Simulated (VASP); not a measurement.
# RuRh2 (P6/mmm) in VASP: relaxation of cell and atoms with PBE

Aim: the relaxation of cell and atoms of RuRh2 with PBE.

Everything below comes from runs of VASP 6.6.1. Logs are shortened: lines on timing, memory, paths and dates and some standing lists are left out, and cuts for length are marked.

### Step 1. The cell of the first run

Symmetry: P6/mmm, No. 191, hexagonal system. Conventional cell: a = 4.306 Å, b = 4.306 Å, c = 2.670 Å, α = 90.00°, β = 90.00°, γ = 120.00°. Ru (site symmetry 6/mmm) has 2 Ru at 2.67 Å and 12 Rh at 2.82 Å within 3.5 Å. Rh (site symmetry -6m2) has 5 Rh at 2.49 to 2.67 Å and 6 Ru at 2.82 Å within 3.3 Å.

### Step 2. Relaxation of cell and atoms, PBE

INCAR

```
PREC     = Accurate       # precision mode
ENCUT    = 600            # plane-wave cutoff, eV
EDIFF    = 1E-6           # SCF threshold, eV
ISMEAR   = 0              # smearing method
SIGMA    = 0.1            # smearing width, eV
LREAL    = F              # projectors in reciprocal space
LASPH    = T              # aspherical terms in the spheres
NELM     = 60             # most SCF steps
ALGO     = Fast           # electronic algorithm
ISIF     = 3              # what is computed and relaxed
LWAVE    = F              # write WAVECAR
LCHARG   = F              # write CHGCAR
GGA      = PE             # functional
IBRION   = 2              # ionic algorithm
NSW      = 100            # ionic steps
EDIFFG   = -0.01          # ionic threshold
```

KPOINTS

```
Automatic mesh
0
Gamma
  12 12 18
```

POSCAR

```
RuRh2
1.0
    4.3056675152      0.0000000000      0.0000000000
   -2.1528337576      3.7288174484      0.0000000000
    0.0000000000      0.0000000000      2.6701911315
Ru Rh
1 2
Direct
    0.0000000000      0.0000000000      0.0000000000
    0.3333333333      0.6666666667      0.5000000000
    0.6666666667      0.3333333333      0.5000000000
```

Potentials or basis: VASP PAW PBE potentials, release 64 (Ru_pv, Rh_pv).

Command:

```sh
$ cat potpaw_PBE.64/Ru_pv/POTCAR potpaw_PBE.64/Rh_pv/POTCAR > POTCAR
$ mpirun -np 1 vasp_std > vasp.out
```

OUTCAR:

```text
PREC = Accurate
   ENCUT = 600
   EDIFF = 1E-6
   ISMEAR = 0
   LREAL = F
   LASPH = T
   NELM = 60
   ISIF = 3
   GGA = PE
   IBRION = 2
   NSW = 100
   EDIFFG = -0.01

 ion  position               nearest neighbor table
   1  0.000  0.000  0.000-   2 2.82   3 2.82   2 2.82   3 2.82   2 2.82   2 2.82   3 2.82   3 2.82
                             3 2.82   3 2.82   2 2.82   2 2.82
   2  0.333  0.667  0.500-   3 2.49   3 2.49   3 2.49   1 2.82   1 2.82   1 2.82   1 2.82   1 2.82
                             1 2.82
   3  0.667  0.333  0.500-   2 2.49   2 2.49   2 2.49   1 2.82   1 2.82   1 2.82   1 2.82   1 2.82
                             1 2.82

  LATTYP: Found a hexagonal cell.
 ALAT       =     4.3056675152
 C/A-ratio  =     0.6201572978

  Lattice vectors:

 A1 = (   4.3056675152,   0.0000000000,   0.0000000000)
 A2 = (  -2.1528337576,   3.7288174484,   0.0000000000)
 A3 = (   0.0000000000,   0.0000000000,   2.6701911315)

Analysis of symmetry for initial positions (statically):
=====================================================================
 Subroutine PRICEL returns:
 Original cell was already a primitive cell.

 Routine SETGRP: Setting up the symmetry group for a
 hexagonal supercell.

 Subroutine GETGRP returns: Found 24 space group operations
 (whereof 24 operations were pure point group operations)
 out of a pool of 24 trial point group operations.

The static configuration has the point symmetry D_6h.

Analysis of symmetry for dynamics (positions and initial velocities):
=====================================================================
 Subroutine PRICEL returns:
 Original cell was already a primitive cell.

 Routine SETGRP: Setting up the symmetry group for a
 hexagonal supercell.

 Subroutine GETGRP returns: Found 24 space group operations
 (whereof 24 operations were pure point group operations)
 out of a pool of 24 trial point group operations.

The dynamic configuration has the point symmetry D_6h.

 Subroutine INISYM returns: Found 24 space group operations
 (whereof 24 operations are pure point group operations),
 and found     1 'primitive' translations

----------------------------------------------------------------------------------------

                                     Primitive cell

  volume of cell :      42.8700

  direct lattice vectors                    reciprocal lattice vectors
     4.305667515  0.000000000  0.000000000     0.232252025  0.134090769  0.000000000
    -2.152833758  3.728817448  0.000000000     0.000000000  0.268181538  0.000000000
     0.000000000  0.000000000  2.670191132     0.000000000  0.000000000  0.374505026

  length of vectors
     4.305667515  4.305667515  2.670191132     0.268181538  0.268181538  0.374505026

  position of ions in fractional coordinates (direct lattice)
     0.000000000  0.000000000  0.000000000
     0.333333333  0.666666667  0.500000000
     0.666666667  0.333333333  0.500000000

  ion indices of the primitive-cell ions
   primitive index   ion index
                 1           1
                 2           2
                 3           3

----------------------------------------------------------------------------------------

 KPOINTS: Automatic mesh

Automatic generation of k-mesh.
 Grid dimensions read from file:
 generate k-points for:   12   12   18

 Generating k-lattice:

  Cartesian coordinates                     Fractional coordinates (reciprocal lattice)
     0.019354335  0.011174231  0.000000000     0.083333333 -0.000000000  0.000000000
     0.000000000  0.022348462  0.000000000     0.000000000  0.083333333  0.000000000
     0.000000000  0.000000000  0.020805835     0.000000000  0.000000000  0.055555556

  Length of vectors
     0.022348462  0.022348462  0.020805835

  Shift w.r.t. Gamma in fractional coordinates (k-lattice)
     0.000000000  0.000000000  0.000000000

 Subroutine IBZKPT returns following result:
 ===========================================

 Found    190 irreducible k-points:

 Following reciprocal coordinates:
            Coordinates               Weight
  0.000000  0.000000  0.000000      1.000000
  0.083333 -0.000000  0.000000      6.000000
  0.166667  0.000000  0.000000      6.000000
  0.250000  0.000000  0.000000      6.000000
  0.333333 -0.000000  0.000000      6.000000
  0.416667  0.000000  0.000000      6.000000
[... 16 lines left out ...]
  0.250000  0.000000  0.055556     12.000000
  0.333333 -0.000000  0.055556     12.000000
 [... further k-points ...]
   k-points           NKPTS =    190   k-points in BZ     NKDIM =    190   number of bands    NBANDS=     26
   number of dos      NEDOS =    301   number of ions     NIONS =      3
   total plane-waves  NPLWV =  31104
   dimension x,y,z NGX =    36 NGY =   36 NGZ =   24
   dimension x,y,z NGXF=    72 NGYF=   72 NGZF=   48
   ions per type =               1   2
   NGX,Y,Z   is equivalent  to a cutoff of  13.90, 13.90, 14.94 a.u.
   NGXF,Y,Z  is equivalent  to a cutoff of  27.80, 27.80, 29.88 a.u.
 SYSTEM =  unknown system
   PREC   = accura    normal or accurate (medium, high low for compatibility)
   ISTART =      0    job   : 0-new  1-cont  2-samecut
   ICHARG =      2    charge: 1-file 2-atom 10-const
   ISPIN  =      1    spin polarized calculation?
   LNONCOLLINEAR =      F non collinear calculations
   LSORBIT =      F    spin-orbit coupling
   LASPH  =      T    aspherical Exc in radial PAW
   ENCUT  =  600.0 eV  44.10 Ry    6.64 a.u.   8.60  8.60  5.33*2*pi/ulx,y,z
   NELM   =     60;   NELMIN=  2; NELMDL= -5     # of ELM steps
   EDIFF  = 0.1E-05   stopping-criterion for ELM
   LREAL  =      F    real-space projection
   EDIFFG = -.1E-01   stopping-criterion for IOM
   NSW    =    100    number of steps for IOM
   IBRION =      2    ionic relax: 0-MD 1-quasi-New 2-CG
   NFREE  =      1    steps in history (QN), initial steepest desc. (CG)
   ISIF   =      3    stress and relaxation
   ISYM   =      2    0-nonsym 1-usesym 2-fastsym
   POTIM  = 0.5000    time-step for ionic-motion
   TEBEG  =    0.0;   TEEND  =   0.0 temperature during run
   PSTRESS=    0.0 pullay stress
   NELECT =      44.0000    total number of electrons
   NUPDOWN=      -1.0000    fix difference up-down
   EMIN   =  10.00;   EMAX   =-10.00  energy-range for DOS
   EFERMI =   0.00;   METHOD = LEGACY
   ISMEAR =     0;   SIGMA  =   0.10  broadening in eV -4-tet -1-fermi 0-gaus
   EFERMI_NEDOS =   21; number of points for ismear=-14 and -15
   IALGO  =     68    algorithm
   IMIX   =      4    mixing-type and parameters
     AMIX     =   0.40;   BMIX     =  1.00
     AMIX_MAG =   1.60;   BMIX_MAG =  1.00
  volume/ion in A,a.u.               =      14.29        96.43
  Fermi-wavevector in a.u.,A,eV,Ry     =   1.651357  3.120613 37.102831  2.726981
  Thomas-Fermi vector in A             =   2.740151
   LORBIT       =      0    0 simple, 1 ext, 2 COOP (PROOUT), +10 PAW based schemes
   GGA     = PE    functional components
   LHFCALC =     F    Hartree Fock is set to
   AEXX    =    0.0000 exact exchange contribution
   IVDW    =     0    specifies the selected vdW correction
   LEPSILON=     F    determine dielectric tensor
   LRPA    =     F    only Hartree local field effects (RPA)
 conjugate gradient relaxation of ions
 non-spin polarized calculation
 RMM-DIIS sequential band-by-band and
 Gauss-broadening in eV      SIGMA  =   0.10
  energy-cutoff  :      600.00
  volume of cell :       42.87
 maximum number of plane-waves:      1450
 NGX is ok and might be reduce to    36
   NGX = 17   NGY = 17   NGZ = 11

--------------------------------------- Ionic step        1  -------------------------------------------

 number of electron      44.0000008 magnetization

 Free energy of the ion-electron system (eV)
  ---------------------------------------------------
  ext. energy  EPLUGINS =         0.00000000
  ---------------------------------------------------
  free energy    TOTEN  =       -23.02827381 eV

  energy without entropy =      -23.00619310  energy(sigma->0) =      -23.01723345

------------------------ aborting loop because EDIFF is reached ----------------------------------------

  FORCE on cell =-STRESS in cart. coord.  units (eV):
  Direction    XX          YY          ZZ          XY          YZ          ZX
  --------------------------------------------------------------------------------------
  -------------------------------------------------------------------------------------
  Total        0.2695818      0.2695818     -0.9854107      0.0000000      0.0000000      0.0000000
  in kB       10.0750496     10.0750496    -36.8276407      0.0000000      0.0000000      0.0000000
  external PRESSURE =      -5.5591805 kB  Pullay stress =       0.0000000 kB

 VOLUME and BASIS-vectors are now :
 -----------------------------------------------------------------------------
  energy-cutoff  :      600.00
  volume of cell :       42.87
      direct lattice vectors                 reciprocal lattice vectors
     4.305667515  0.000000000  0.000000000     0.232252025  0.134090769  0.000000000
    -2.152833758  3.728817448  0.000000000     0.000000000  0.268181538  0.000000000
     0.000000000  0.000000000  2.670191132     0.000000000  0.000000000  0.374505026
[... 186 lines left out ...]
 POSITION                                       TOTAL-FORCE (eV/Angst)
 -----------------------------------------------------------------------------------
     -0.00000      0.00000      0.00000         0.000000      0.000000     -0.000000
     -0.00000      2.49378      1.32268        -0.000000      0.000000      0.000000
      2.15967      1.24689      1.32268        -0.000000     -0.000000     -0.000000
 -----------------------------------------------------------------------------------
    total drift:                                0.000000      0.000000     -0.000000

  FREE ENERGIE OF THE ION-ELECTRON SYSTEM (eV)
  ---------------------------------------------------
  free  energy   TOTEN  =       -23.0336611305 eV

  energy  without entropy=      -23.0128576783  energy(sigma->0) =      -23.02325940

--------------------------------------- Ionic step        7  -------------------------------------------

 number of electron      44.0000014 magnetization

 Free energy of the ion-electron system (eV)
  ---------------------------------------------------
  ext. energy  EPLUGINS =         0.00000000
  ---------------------------------------------------
  free energy    TOTEN  =       -23.03365922 eV

  energy without entropy =      -23.01285234  energy(sigma->0) =      -23.02325578

 E-fermi :  11.6128     XC(G=0): -13.7963

 val. band max:       11.6109846351   @ k =   0.5000   0.0000   0.0556
 cond. band min:      11.6131377730   @ k =   0.5000   0.0000   0.0556
 fundamental gap:      0.0021531378
 Fermi energy:        11.6128271261

 k-point     1 :       0.0000    0.0000    0.0000
  band No.  band energies     occupation
      1     -35.4344      2.00000
      2     -35.4344      2.00000
      3     -34.9097      2.00000
      4     -34.9097      2.00000
      5     -34.7720      2.00000
      6     -34.6577      2.00000
[... 18 lines left out ...]
     25      12.6443      0.00000
     26      20.0284      0.00000
[... 644 lines left out ...]
      4     -34.8665      2.00000
      5     -34.7615      2.00000
      6     -34.6952      2.00000
[... 18 lines left out ...]
     25      12.3742      0.00000
     26      14.1120      0.00000

 [... further k-points ...]
[... 5 lines left out ...]
  --------------------------------------------------------------------------------------
  -------------------------------------------------------------------------------------
  Total       -0.0242114     -0.0242114      0.0152183      0.0000000     -0.0000000      0.0000000
  in kB       -0.9073446     -0.9073446      0.5703185      0.0000000     -0.0000000      0.0000000
  external PRESSURE =      -0.4147903 kB  Pullay stress =       0.0000000 kB

 VOLUME and BASIS-vectors are now :
 -----------------------------------------------------------------------------
  energy-cutoff  :      600.00
  volume of cell :       42.75
      direct lattice vectors                 reciprocal lattice vectors
     4.319815345  0.000000000  0.000000000     0.231491376  0.133651608 -0.000000000
    -2.159907673  3.741069829  0.000000000     0.000000000  0.267303217 -0.000000000
     0.000000000  0.000000000  2.645440904     0.000000000 -0.000000000  0.378008822

 POSITION                                       TOTAL-FORCE (eV/Angst)
 -----------------------------------------------------------------------------------
      4.31982      0.00000      2.64544         0.000000      0.000000     -0.000000
     -0.00000      2.49405      1.32272         0.000000     -0.000000      0.000000
      2.15991      1.24702      1.32272        -0.000000      0.000000     -0.000000
 -----------------------------------------------------------------------------------
    total drift:                                0.000000      0.000000      0.000000

  FREE ENERGIE OF THE ION-ELECTRON SYSTEM (eV)
  ---------------------------------------------------
  free  energy   TOTEN  =       -23.0336592242 eV

  energy  without entropy=      -23.0128523359  energy(sigma->0) =      -23.02325578

 reached required accuracy - stopping structural energy minimisation
```

Wall time 14 min (1 thread of Intel Xeon Platinum 8259CL at 2.50GHz (Skylake/Cascade Lake), shared host); peak memory 0.37 GiB.

Results:

```yaml
Free_energy: -23.0337 eV
Relaxed_volume: 14.25 Å³/atom
Relaxed_cell: a = 4.320 Å, b = 4.320 Å, c = 2.645 Å, α = 90.00°, β = 90.00°, γ = 120.00°
Space_group_after_relaxing_to_0.1_Å: P6/mmm (No. 191)
Energy_gained_by_relaxing: 1.8 meV/atom
Ionic_steps: 7
Pressure_after_relaxing: 0.0 GPa
Band_gap_on_the_k_mesh: zero (bands 22 and 23 overlap by 2.37 eV)
```

Stress tensor (GPa, compression positive):
```
-0.09  0.00  0.00
 0.00 -0.09  0.00
 0.00  0.00  0.06
```

The path:
```
step  energy change (eV)  largest force (eV/Å)  pressure (GPa)  volume (Å³)
   1              0.0000                0.0000           -0.56        42.87
   2             -0.0024                0.0000            1.13        42.56
   3             -0.0053                0.0000            0.27        42.69
   4             -0.0053                0.0000            0.37        42.68
   5             -0.0051                0.0000           -0.64        42.86
   6             -0.0054                0.0000            0.10        42.74
   7             -0.0054                0.0000           -0.04        42.75
```

Final structure:
```
Ru Rh
1.0
     4.31982    0.00000    0.00000
    -2.15991    3.74107    0.00000
     0.00000    0.00000    2.64544
Ru Rh
1 2
Direct
  0.00000 0.00000 0.00000
  0.33333 0.66667 0.50000
  0.66667 0.33333 0.50000
```

Levels at points of the mesh, in eV from the Fermi level:
```
           k point  band 18  band 19  band 20  band 21  band 22  band 23  band 24  band 25  band 26
(0.00, 0.00, 0.00)    -2.29    -2.29    -1.67    -1.67    -1.29    -1.29     1.03     1.03     8.42
(0.50, 0.00, 0.00)    -2.49    -1.46    -1.11     0.06     0.14     0.34     0.35     0.60     1.12
(0.00, 0.00, 0.50)    -2.33    -2.33     0.43     0.43     0.61     0.61     1.43     3.52     3.61
(0.50, 0.00, 0.50)    -1.87    -1.22    -0.85    -0.50     0.43     1.14     1.16     2.85     3.60
```
